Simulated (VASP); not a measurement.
# Zn2Co (Fm-3m) in VASP: further runs, part 2 of 2

VASP 6.6.1. Earlier steps stand in the parts before.

### Step 3. Single point, r2SCAN, collinear spin, ferromagnetic start

This run uses another cell than the first one, of 12.46 Å³/atom.

Input file POSCAR:

```
Zn2Co
1.0
    0.0000000000      2.6536457122      2.6536457122
    2.6536457122      0.0000000000      2.6536457122
    2.6536457122      2.6536457122      0.0000000000
Zn Co
2 1
Direct
    0.2500000000      0.2500000000      0.2500000000
    0.7500000000      0.7500000000      0.7500000000
    0.0000000000      0.0000000000      0.0000000000
```

Input file INCAR.step1:

```
PREC     = Accurate       # precision mode
ENCUT    = 520            # plane-wave cutoff, eV
ISMEAR   = 0              # smearing method
SIGMA    = 0.1            # smearing width, eV
LREAL    = False          # projectors in reciprocal space
LASPH    = True           # aspherical terms in the spheres
NELM     = 150            # most SCF steps
ISPIN    = 2              # spin polarisation
MAGMOM   = 0 0 3          # initial moments
LMAXMIX  = 4              # l up to which the mixer works
NBANDS   = 28             # bands
GGA      = PE             # functional
ALGO     = Normal         # electronic algorithm
EDIFF    = 1E-4           # SCF threshold, eV
LWAVE    = True           # write WAVECAR
LCHARG   = False          # write CHGCAR
```

Input file INCAR.step2:

```
PREC     = Accurate       # precision mode
ENCUT    = 520            # plane-wave cutoff, eV
EDIFF    = 1E-6           # SCF threshold, eV
ISMEAR   = 0              # smearing method
SIGMA    = 0.1            # smearing width, eV
LREAL    = False          # projectors in reciprocal space
LASPH    = True           # aspherical terms in the spheres
NELM     = 150            # most SCF steps
ALGO     = Normal         # electronic algorithm
ISIF     = 2              # what is computed and relaxed
LWAVE    = False          # write WAVECAR
LCHARG   = False          # write CHGCAR
ISPIN    = 2              # spin polarisation
MAGMOM   = 0 0 3          # initial moments
LORBIT   = 11             # projections on sites
LMAXMIX  = 4              # l up to which the mixer works
METAGGA  = R2SCAN         # meta-GGA
LMIXTAU  = True         
NBANDS   = 28             # bands
ISTART   = 1
```

Input file KPOINTS:

```
regular mesh
0
Gamma
  6 6 6
```

Potentials or basis: VASP PAW PBE potentials, release 64 (Zn, Co).

Started as:

```
$ cat potpaw_PBE.64/Zn/POTCAR potpaw_PBE.64/Co/POTCAR > POTCAR
$ cp INCAR.step1 INCAR
$ mpirun -np 1 vasp_std > vasp.out
$ cp INCAR.step2 INCAR
$ mpirun -np 1 vasp_std > vasp.out
```

OUTCAR:

```text
PREC = Accurate
   ENCUT = 520
   EDIFF = 1E-6
   ISMEAR = 0
   LREAL = False
   LASPH = True
   NELM = 150
   ISIF = 2
   ISPIN = 2
   LORBIT = 11
   METAGGA = R2SCAN
   ISTART = 1

 ion  position               nearest neighbor table
   1  0.250  0.250  0.250-   3 2.30   3 2.30   3 2.30   3 2.30   2 2.65   2 2.65   2 2.65   2 2.65
                             2 2.65   2 2.65
   2  0.750  0.750  0.750-   3 2.30   3 2.30   3 2.30   3 2.30   1 2.65   1 2.65   1 2.65   1 2.65
                             1 2.65   1 2.65
   3  0.000  0.000  0.000-   2 2.30   2 2.30   2 2.30   1 2.30   2 2.30   1 2.30   1 2.30   1 2.30

  LATTYP: Found a face centered cubic cell.
 ALAT       =     5.3072914244

  Lattice vectors:

 A1 = (   0.0000000000,   2.6536457122,   2.6536457122)
 A2 = (   2.6536457122,   0.0000000000,   2.6536457122)
 A3 = (   2.6536457122,   2.6536457122,   0.0000000000)

[... 694 lines left out ...]
      4      -2.9773      1.00000
      5      -2.9773      1.00000
      6      -2.9773      1.00000
[... 485 lines left out ...]
     27      25.6570      0.00000
     28      25.7695      0.00000

------------------------ aborting loop because EDIFF is reached ----------------------------------------

  FORCE on cell =-STRESS in cart. coord.  units (eV):
  Direction    XX          YY          ZZ          XY          YZ          ZX
  --------------------------------------------------------------------------------------
  -------------------------------------------------------------------------------------
  Total        5.5866469      5.5866469      5.5866469      0.0000000      0.0000000      0.0000000
  in kB      239.4986054    239.4986054    239.4986054      0.0000000      0.0000000      0.0000000
  external PRESSURE =     239.4986054 kB  Pullay stress =       0.0000000 kB

 VOLUME and BASIS-vectors are now :
 -----------------------------------------------------------------------------
  energy-cutoff  :      520.00
  volume of cell :       37.37
      direct lattice vectors                 reciprocal lattice vectors
     0.000000000  2.653645712  2.653645712    -0.188420028  0.188420028  0.188420028
     2.653645712  0.000000000  2.653645712     0.188420028 -0.188420028  0.188420028
     2.653645712  2.653645712  0.000000000     0.188420028  0.188420028 -0.188420028

 POSITION                                       TOTAL-FORCE (eV/Angst)
 -----------------------------------------------------------------------------------
      1.32682      1.32682      1.32682         0.000000     -0.000000      0.000000
      3.98047      3.98047      3.98047        -0.000000      0.000000     -0.000000
      0.00000      0.00000      0.00000         0.000000     -0.000000     -0.000000
 -----------------------------------------------------------------------------------
    total drift:                                0.000000      0.000000      0.000000

  FREE ENERGIE OF THE ION-ELECTRON SYSTEM (eV)
  ---------------------------------------------------
  free  energy   TOTEN  =       -29.5038269074 eV

  energy  without entropy=      -29.4957792486  energy(sigma->0) =      -29.49980308

 total charge

# of ion       s       p       d       tot
------------------------------------------
    1        0.703   0.599   9.763  11.066
    2        0.703   0.599   9.763  11.066
    3        0.535   0.479   7.657   8.671
--------------------------------------------------
tot          1.941   1.678  27.184  30.802

 magnetization (x)

# of ion       s       p       d       tot
------------------------------------------
    1        0.000   0.000  -0.000   0.000
    2        0.000   0.000  -0.000   0.000
    3       -0.000  -0.000  -0.000  -0.000
--------------------------------------------------
tot          0.000   0.000  -0.000  -0.000
```

OSZICAR.step1:

```text
N       E                     dE             d eps       ncg     rms          rms(c)
DAV:   1     0.202616050578E+03    0.20262E+03   -0.14885E+04  1896   0.182E+03
DAV:   2     0.678167313172E+01   -0.19583E+03   -0.18112E+03  1800   0.327E+02
DAV:   3    -0.784176158934E+01   -0.14623E+02   -0.14289E+02  1960   0.968E+01
DAV:   4    -0.807237403919E+01   -0.23061E+00   -0.23033E+00  2024   0.123E+01
DAV:   5    -0.807837562544E+01   -0.60016E-02   -0.60011E-02  2012   0.173E+00    0.134E+01
DAV:   6    -0.104205311986E+02   -0.23422E+01   -0.71009E+00  2064   0.458E+01    0.161E+01
DAV:   7    -0.776256461583E+01    0.26580E+01   -0.33899E+00  2104   0.590E+01    0.584E+00
DAV:   8    -0.785017205688E+01   -0.87607E-01   -0.29684E-01  2088   0.648E+00    0.266E+00
DAV:   9    -0.784767917898E+01    0.24929E-02   -0.27966E-02  2276   0.236E+00    0.108E+00
DAV:  10    -0.784733017971E+01    0.34900E-03   -0.61702E-03  2212   0.756E-01    0.300E-01
DAV:  11    -0.784795084115E+01   -0.62066E-03   -0.83381E-04  1916   0.396E-01    0.129E-01
DAV:  12    -0.784812415640E+01   -0.17332E-03   -0.26586E-04  1692   0.231E-01    0.285E-02
DAV:  13    -0.784813302251E+01   -0.88661E-05   -0.45435E-05   996   0.639E-02
   1 F= -.78481330E+01 E0= -.78440868E+01  d E =-.809240E-02  mag=     0.0019
```

Run time: 2 min. Hardware: 1 thread of Intel Xeon Platinum 8488C (Sapphire Rapids), shared host; peak memory 0.2 GiB.

Results:

- Free energy: -29.5038 eV
- Pressure: 23.9 GPa
- Net moment: 0.00 μB per cell
- Valence electrons inside the program's atomic spheres: Zn 11.07; Co 8.67

Levels at points of the mesh, in eV from the Fermi level:
Spin up:
```
           k point  band 12  band 13  band 14  band 15  band 16  band 17  band 18  band 19  band 20  band 21
(0.00, 0.00, 0.00)    -2.06    -2.06    -2.06    -0.60    -0.60     7.59     7.59     7.59     8.99     8.99
(0.50, 0.00, 0.00)    -5.55    -1.54    -1.54    -0.57    -0.57    -0.35     4.87     4.87     8.00     8.00
(0.50, 0.50, 0.00)    -3.76    -2.58    -0.75    -0.64    -0.64     0.11     0.11     0.12     5.29     6.97
```
Spin down:
```tsv
k point	band 14	band 15	band 16	band 17	band 18	band 19
(0.00, 0.00, 0.00)	-2.06	-0.60	-0.60	7.59	7.59	7.59
(0.50, 0.00, 0.00)	-1.54	-0.57	-0.57	-0.35	4.87	4.87
(0.50, 0.50, 0.00)	-0.75	-0.64	-0.64	0.11	0.11	0.12
```

Caveat: the cell stands under pressure; the moments typed at the start vanished in this run; the PAW data sets were made with another functional, which shifts forces and pressure a little.

### Step 4. Relaxation of cell and atoms, r2SCAN

This run uses another cell than the first one, of 12.46 Å³/atom.

POSCAR is that of step 3.

Input file INCAR.step1:

```
SYSTEM = Zn2Co
PREC = Accurate ; ENCUT = 600
ISMEAR = 0 ; SIGMA = 0.1
LREAL = .FALSE. ; LASPH = .TRUE.
NELM = 100 ; GGA = PE
ALGO = Normal ; EDIFF = 1E-4
LWAVE = .TRUE. ; LCHARG = .FALSE.
```

Input file INCAR.step2:

```
SYSTEM = Zn2Co
PREC = Accurate ; ENCUT = 600
EDIFF = 1E-6 ; ISMEAR = 0
SIGMA = 0.1 ; LREAL = .FALSE.
LASPH = .TRUE. ; NELM = 100
ALGO = Normal ; ISIF = 3
LWAVE = .FALSE. ; LCHARG = .FALSE.
METAGGA = R2SCAN ; LMIXTAU = .TRUE.
IBRION = 2 ; NSW = 90
EDIFFG = -0.04 ; ISTART = 1
```

Input file KPOINTS:

```
Automatic mesh
0
G
  6 6 6
  0 0 0
```

Started as:

```
$ cat potpaw_PBE.64/Zn/POTCAR potpaw_PBE.64/Co/POTCAR > POTCAR
$ cp INCAR.step1 INCAR
$ mpirun -np 1 vasp_std > vasp.out
$ cp INCAR.step2 INCAR
$ mpirun -np 1 vasp_std > vasp.out
```

It took 2.7 min on 1 thread of Intel Xeon Platinum 8488C (Sapphire Rapids), shared host; peak memory 0.18 GiB.

The run converged. Its results:

* Free energy: -29.8888 eV
* Relaxed volume: 14.45 Å³/atom
* Relaxed cell: a = 3.943 Å, b = 3.943 Å, c = 3.943 Å, α = 60.00°, β = 60.00°, γ = 60.00°
* Space group after relaxing (to 0.1 Å): Fm-3m (No. 225)
* Energy gained by relaxing: 127.8 meV/atom
* Ionic steps: 3
* Pressure after relaxing: 0.1 GPa
* Band gap on the k mesh: zero (an odd number of electrons rules out a gap without spin polarisation)

Step by step:
```csv
step,energy change (eV),largest force (eV/Å),pressure (GPa),volume (Å³)
1,0.0000,0.0000,23.80,37.37
2,-0.2235,0.0000,-9.19,48.30
3,-0.3834,0.0000,0.12,43.36
```

Final structure:
```cif
data_structure
_symmetry_space_group_name_H-M 'P 1'
_symmetry_Int_Tables_number 1
_cell_length_a 3.9434
_cell_length_b 3.9434
_cell_length_c 3.9434
_cell_angle_alpha 60.000
_cell_angle_beta 60.000
_cell_angle_gamma 60.000
_cell_volume 43.36
loop_
_atom_site_label
_atom_site_type_symbol
_atom_site_fract_x
_atom_site_fract_y
_atom_site_fract_z
_atom_site_occupancy
Zn1 Zn 0.25000 0.25000 0.25000 1
Zn2 Zn 0.75000 0.75000 0.75000 1
Co1 Co 0.00000 0.00000 0.00000 1
```

Levels at points of the mesh, in eV from the Fermi level:
```
           k point  band 13  band 14  band 15  band 16  band 17  band 18  band 19  band 20
(0.00, 0.00, 0.00)    -1.65    -1.65    -0.46    -0.46     6.79     6.79     6.79     7.26
(0.50, 0.00, 0.00)    -1.23    -1.23    -0.43    -0.43    -0.31     4.37     4.37     7.25
(0.50, 0.50, 0.00)    -2.33    -0.53    -0.50    -0.50     0.06     0.28     0.28     4.31
```

Caveat: the volume moved by over 15 % at a fixed basis, so the end points are rough; the PAW data sets were made with another functional, which shifts forces and pressure a little; the run has no spin polarisation, though such a crystal can be magnetic.

### Step 5. Single point, r2SCAN

Input file POSCAR:

```
Zn2Co
1.0
    0.0000000000      2.7840302404      2.7840302404
    2.7840302404      0.0000000000      2.7840302404
    2.7840302404      2.7840302404      0.0000000000
Zn Co
2 1
Direct
    0.2500000000      0.2500000000      0.2500000000
    0.7500000000      0.7500000000      0.7500000000
    0.0000000000      0.0000000000      0.0000000000
```

Input file INCAR.step1:

```
PREC = Accurate ; ENCUT = 520
ISMEAR = 0 ; SIGMA = 0.1
LREAL = F ; LASPH = T
NELM = 60 ; NBANDS = 24
GGA = PE ; ALGO = Normal
EDIFF = 1E-4 ; LWAVE = T
LCHARG = F
```

Input file INCAR.step2:

```
PREC = Accurate ; ENCUT = 520
EDIFF = 1E-6 ; ISMEAR = 0
SIGMA = 0.1 ; LREAL = F
LASPH = T ; NELM = 60
ALGO = Normal ; ISIF = 2
LWAVE = F ; LCHARG = F
METAGGA = R2SCAN ; LMIXTAU = T
NBANDS = 24 ; ISTART = 1
```

Input file KPOINTS:

```
regular mesh
0
Gamma
  14 14 14
```

Started as:

```
$ cat potpaw_PBE.64/Zn/POTCAR potpaw_PBE.64/Co/POTCAR > POTCAR
$ cp INCAR.step1 INCAR
$ mpirun -np 1 vasp_std > vasp.out
$ cp INCAR.step2 INCAR
$ mpirun -np 1 vasp_std > vasp.out
```

It took 5.6 min on 1 thread of Intel Xeon Platinum 8488C (Sapphire Rapids), shared host; peak memory 0.24 GiB.

The run converged. Its results:

- Free energy: -29.8925 eV
- Pressure: 0.7 GPa
- Band gap on the k mesh: zero (an odd number of electrons rules out a gap without spin polarisation)

Levels at points of the mesh, in eV from the Fermi level:
```
           k point  band 14  band 15  band 16  band 17  band 18  band 19
(0.00, 0.00, 0.00)    -1.64    -0.44    -0.44     6.84     6.84     6.84
(0.50, 0.00, 0.00)    -1.22    -0.41    -0.41    -0.28     4.41     4.41
(0.50, 0.50, 0.00)    -0.51    -0.47    -0.47     0.09     0.30     0.30
```

Caveat: the PAW data sets were made with another functional, which shifts forces and pressure a little; the run has no spin polarisation, though such a crystal can be magnetic. Spin polarisation is off, so any magnetic state and its effect on volume and gap are missing.

### Step 6. Overview

```tsv
task	cell	k mesh	cutoff (eV)	gap on the mesh (eV)	pressure (GPa)
single point	a = 3.937 Å, angles 60.0°, 3 atoms	6 × 6 × 6	520	none	0.7
relaxation of cell and atoms	relaxed from a = 3.753 Å, angles 60.0°, 3 atoms	6 × 6 × 6	600	none	0.1
single point	a = 3.937 Å, angles 60.0°, 3 atoms	14 × 14 × 14	520	none	0.7
```

Alike in all rows: level r2SCAN; potentials or basis VASP PAW PBE potentials, release 64 (Zn, Co); no spin polarisation; smearing gaussian 0.1 eV.

Caveats: the PAW data sets were made with another functional, which shifts forces and pressure a little; the run has no spin polarisation, though such a crystal can be magnetic; the volume moved by over 15 % at a fixed basis, so the end points are rough (at least some runs).

Absolute energies hang on the potentials; compare differences alone.
